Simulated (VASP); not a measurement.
# Cu3O (P6/mmm) in VASP: relaxation of cell and atoms with PBE

Aim: the relaxation of cell and atoms of Cu3O with PBE.

Program: VASP 6.6.1. These are calculated values, not measurements. Logs are shortened: lines on timing, memory, paths and dates and some standing lists are left out, and cuts for length are marked.

## (1) The cell of the first run

The structure is hexagonal, space group P6/mmm (No. 191). Conventional cell: a = 4.769 Å, b = 4.769 Å, c = 2.415 Å, α = 90.00°, β = 90.00°, γ = 120.00°. Cu (site symmetry mmm) has 6 Cu at 2.38 to 2.41 Å and 4 O at 2.67 Å within 3.1 Å. O (site symmetry 6/mmm) has 2 O at 2.41 Å and 12 Cu at 2.67 Å within 3.2 Å.

The cell was generated, and may not be a known phase.

## (2) Relaxation of cell and atoms, PBE

The input, INCAR:

```
SYSTEM = Cu3O
ALGO = Normal
EDIFF = 1E-6
EDIFFG = -0.01
ENCUT = 600
GGA = PE
IBRION = 2
ISIF = 3
ISMEAR = 0
LASPH = .True.
LCHARG = .False.
LREAL = .False.
LWAVE = .False.
NELM = 100
NSW = 100
PREC = Accurate
SIGMA = 0.1
```

The input, KPOINTS:

```
k-points
0
Gamma
  12 12 18
  0 0 0
```

The input, POSCAR:

```
Cu3O
1.0
    4.7687726159      0.0000000000      0.0000000000
   -2.3843863079      4.1298782302      0.0000000000
    0.0000000000      0.0000000000      2.4146078571
Cu O
3 1
Direct
    0.5000000000      0.0000000000      0.5000000000
    0.0000000000      0.5000000000      0.5000000000
    0.5000000000      0.5000000000      0.5000000000
    0.0000000000      0.0000000000      0.0000000000
```

Potentials or basis: VASP PAW PBE potentials, release 64 (Cu, O).

Command:

```sh
$ cat potpaw_PBE.64/Cu/POTCAR potpaw_PBE.64/O/POTCAR > POTCAR
$ mpirun -np 1 vasp_std > vasp.out
```

OUTCAR:

```text
SYSTEM = Cu3O
   EDIFF = 1E-6
   EDIFFG = -0.01
   ENCUT = 600
   GGA = PE
   IBRION = 2
   ISIF = 3
   ISMEAR = 0
   LASPH = .True.
   LREAL = .False.
   NELM = 100
   NSW = 100
   PREC = Accurate

 ion  position               nearest neighbor table
   1  0.500  0.000  0.500-   3 2.38   3 2.38   2 2.38   2 2.38
   2  0.000  0.500  0.500-   1 2.38   1 2.38   3 2.38   3 2.38
   3  0.500  0.500  0.500-   1 2.38   1 2.38   2 2.38   2 2.38
   4  0.000  0.000  0.000-

  LATTYP: Found a hexagonal cell.
 ALAT       =     4.7687726159
 C/A-ratio  =     0.5063373852

  Lattice vectors:

 A1 = (   4.7687726159,   0.0000000000,   0.0000000000)
 A2 = (  -2.3843863079,   4.1298782302,   0.0000000000)
 A3 = (   0.0000000000,   0.0000000000,   2.4146078571)

Analysis of symmetry for initial positions (statically):
=====================================================================
 Subroutine PRICEL returns:
 Original cell was already a primitive cell.

 Routine SETGRP: Setting up the symmetry group for a
 hexagonal supercell.

 Subroutine GETGRP returns: Found 24 space group operations
 (whereof 24 operations were pure point group operations)
 out of a pool of 24 trial point group operations.

The static configuration has the point symmetry D_6h.

Analysis of symmetry for dynamics (positions and initial velocities):
=====================================================================
 Subroutine PRICEL returns:
 Original cell was already a primitive cell.

 Routine SETGRP: Setting up the symmetry group for a
 hexagonal supercell.

 Subroutine GETGRP returns: Found 24 space group operations
 (whereof 24 operations were pure point group operations)
 out of a pool of 24 trial point group operations.

The dynamic configuration has the point symmetry D_6h.

 Subroutine INISYM returns: Found 24 space group operations
 (whereof 24 operations are pure point group operations),
 and found     1 'primitive' translations

----------------------------------------------------------------------------------------

                                     Primitive cell

  volume of cell :      47.5544

  direct lattice vectors                    reciprocal lattice vectors
     4.768772616  0.000000000  0.000000000     0.209697564  0.121068945  0.000000000
    -2.384386308  4.129878230  0.000000000     0.000000000  0.242137890  0.000000000
     0.000000000  0.000000000  2.414607857     0.000000000  0.000000000  0.414145923

  length of vectors
[... 95 lines left out ...]
   TEBEG  =    0.0;   TEEND  =   0.0 temperature during run
   PSTRESS=    0.0 pullay stress
   NELECT =      39.0000    total number of electrons
   NUPDOWN=      -1.0000    fix difference up-down
   EMIN   =  10.00;   EMAX   =-10.00  energy-range for DOS
   EFERMI =   0.00;   METHOD = LEGACY
   ISMEAR =     0;   SIGMA  =   0.10  broadening in eV -4-tet -1-fermi 0-gaus
   EFERMI_NEDOS =   21; number of points for ismear=-14 and -15
   IALGO  =     38    algorithm
   IMIX   =      4    mixing-type and parameters
     AMIX     =   0.40;   BMIX     =  1.00
     AMIX_MAG =   1.60;   BMIX_MAG =  1.00
  volume/ion in A,a.u.               =      11.89        80.23
  Fermi-wavevector in a.u.,A,eV,Ry     =   1.532379  2.895777 31.949005  2.348186
  Thomas-Fermi vector in A             =   2.639593
   LORBIT       =      0    0 simple, 1 ext, 2 COOP (PROOUT), +10 PAW based schemes
   GGA     = PE    functional components
   LHFCALC =     F    Hartree Fock is set to
   AEXX    =    0.0000 exact exchange contribution
   IVDW    =     0    specifies the selected vdW correction
   LEPSILON=     F    determine dielectric tensor
   LRPA    =     F    only Hartree local field effects (RPA)
 conjugate gradient relaxation of ions
 non-spin polarized calculation
 Gauss-broadening in eV      SIGMA  =   0.10
  energy-cutoff  :      600.00
  volume of cell :       47.55
 maximum number of plane-waves:      1630
 NGX is ok and might be reduce to    40
   NGX = 19   NGY = 19   NGZ =  9

--------------------------------------- Ionic step        1  -------------------------------------------

 number of electron      39.0000018 magnetization

 Free energy of the ion-electron system (eV)
  ---------------------------------------------------
  ext. energy  EPLUGINS =         0.00000000
  ---------------------------------------------------
  free energy    TOTEN  =       -13.80166110 eV

  energy without entropy =      -13.79077127  energy(sigma->0) =      -13.79621618

------------------------ aborting loop because EDIFF is reached ----------------------------------------

  FORCE on cell =-STRESS in cart. coord.  units (eV):
  Direction    XX          YY          ZZ          XY          YZ          ZX
  --------------------------------------------------------------------------------------
  -------------------------------------------------------------------------------------
  Total        0.2432875      0.2432875     -0.1860990      0.0000000     -0.0000000      0.0000000
  in kB        8.1967161      8.1967161     -6.2699504      0.0000000     -0.0000000      0.0000000
  external PRESSURE =       3.3744939 kB  Pullay stress =       0.0000000 kB
[... 177 lines left out ...]
--------------------------------------- Ionic step        6  -------------------------------------------

 number of electron      39.0000015 magnetization

 Free energy of the ion-electron system (eV)
  ---------------------------------------------------
  ext. energy  EPLUGINS =         0.00000000
  ---------------------------------------------------
  free energy    TOTEN  =       -13.80269974 eV

  energy without entropy =      -13.79174937  energy(sigma->0) =      -13.79722455

 E-fermi :   5.3011     XC(G=0): -11.9649

 val. band max:        5.2959509552   @ k =   0.0833   0.0833   0.1111
 cond. band min:       5.3032377137   @ k =   0.3333   0.0833   0.2778
 fundamental gap:      0.0072867585
 Fermi energy:         5.3010913656

 k-point     1 :       0.0000    0.0000    0.0000
  band No.  band energies     occupation
      1     -12.3119      2.00000
      2      -1.5324      2.00000
      3       1.4910      2.00000
      4       1.5467      2.00000
      5       1.5467      2.00000
      6       1.6907      2.00000
[... 613 lines left out ...]
     22       9.1982      0.00000
     23       9.4336      0.00000

 [... further k-points ...]

------------------------ aborting loop because EDIFF is reached ----------------------------------------

  FORCE on cell =-STRESS in cart. coord.  units (eV):
  Direction    XX          YY          ZZ          XY          YZ          ZX
  --------------------------------------------------------------------------------------
  -------------------------------------------------------------------------------------
  Total        0.0118371      0.0118371      0.0292118      0.0000000      0.0000000      0.0000000
  in kB        0.3979701      0.3979701      0.9821150      0.0000000      0.0000000      0.0000000
  external PRESSURE =       0.5926851 kB  Pullay stress =       0.0000000 kB
[... 19 lines left out ...]
  FREE ENERGIE OF THE ION-ELECTRON SYSTEM (eV)
  ---------------------------------------------------
  free  energy   TOTEN  =       -13.8026997405 eV

  energy  without entropy=      -13.7917493684  energy(sigma->0) =      -13.79722455

 reached required accuracy - stopping structural energy minimisation
```

CONTCAR:

```text
Cu3O
   1.00000000000000
     4.7829841250735630    0.0000000000001718   -0.0000000000000000
    -2.3914920624864835    4.1421857581699690    0.0000000000000000
    -0.0000000000000000   -0.0000000000000000    2.4053450762429676
  Cu              O
     3     1
Direct
     0.5000000000000000    1.0000000000000000    0.5000000000000000
     0.0000000000000000    0.5000000000000000    0.5000000000000000
     0.5000000000000000    0.5000000000000000    0.5000000000000000
     1.0000000000000000    1.0000000000000000    0.0000000000000000

  0.00000000E+00  0.00000000E+00  0.00000000E+00
  0.00000000E+00  0.00000000E+00  0.00000000E+00
  0.00000000E+00  0.00000000E+00  0.00000000E+00
  0.00000000E+00  0.00000000E+00  0.00000000E+00
```

Wall time 5.3 min (1 thread of Intel Xeon 6975P-C (Granite Rapids), shared host); peak memory 0.35 GiB.

Results:

- Free energy: -13.8027 eV
- Relaxed volume: 11.91 Å³/atom
- Relaxed cell: a = 4.783 Å, b = 4.783 Å, c = 2.405 Å, α = 90.00°, β = 90.00°, γ = 120.00°
- Space group after relaxing (to 0.1 Å): P6/mmm (No. 191)
- Energy gained by relaxing: 0.3 meV/atom
- Ionic steps: 6
- Pressure after relaxing: 0.1 GPa
- Band gap on the k mesh: zero (an odd number of electrons rules out a gap without spin polarisation)

Step by step:
```
step  energy change (eV)  largest force (eV/Å)  pressure (GPa)  volume (Å³)
   1              0.0000                0.0000            0.34        47.55
   2             -0.0010                0.0000           -0.18        47.73
   3             -0.0010                0.0000           -0.16        47.74
   4             -0.0010                0.0000           -0.22        47.76
   5             -0.0010                0.0000           -0.20        47.74
   6             -0.0010                0.0000            0.06        47.65
```

Final structure:
```
Cu O
1.0
     4.78298    0.00000    0.00000
    -2.39149    4.14219    0.00000
     0.00000    0.00000    2.40535
Cu O
3 1
Direct
  0.50000 0.00000 0.50000
  0.00000 0.50000 0.50000
  0.50000 0.50000 0.50000
  0.00000 0.00000 0.00000
```

Levels at points of the mesh, in eV from the Fermi level:
| k point | band 18 | band 19 | band 20 | band 21 | band 22 | band 23 |
| --- | --- | --- | --- | --- | --- | --- |
| (0.00, 0.00, 0.00) | -1.03 | -0.61 | -0.34 | 0.31 | 4.32 | 4.32 |
| (0.50, 0.00, 0.00) | -1.04 | -0.86 | 0.43 | 0.47 | 2.91 | 4.08 |
| (0.00, 0.00, 0.50) | -0.52 | -0.52 | -0.05 | 3.49 | 5.20 | 6.54 |
| (0.50, 0.00, 0.50) | -0.82 | -0.53 | 3.15 | 3.16 | 3.96 | 4.14 |
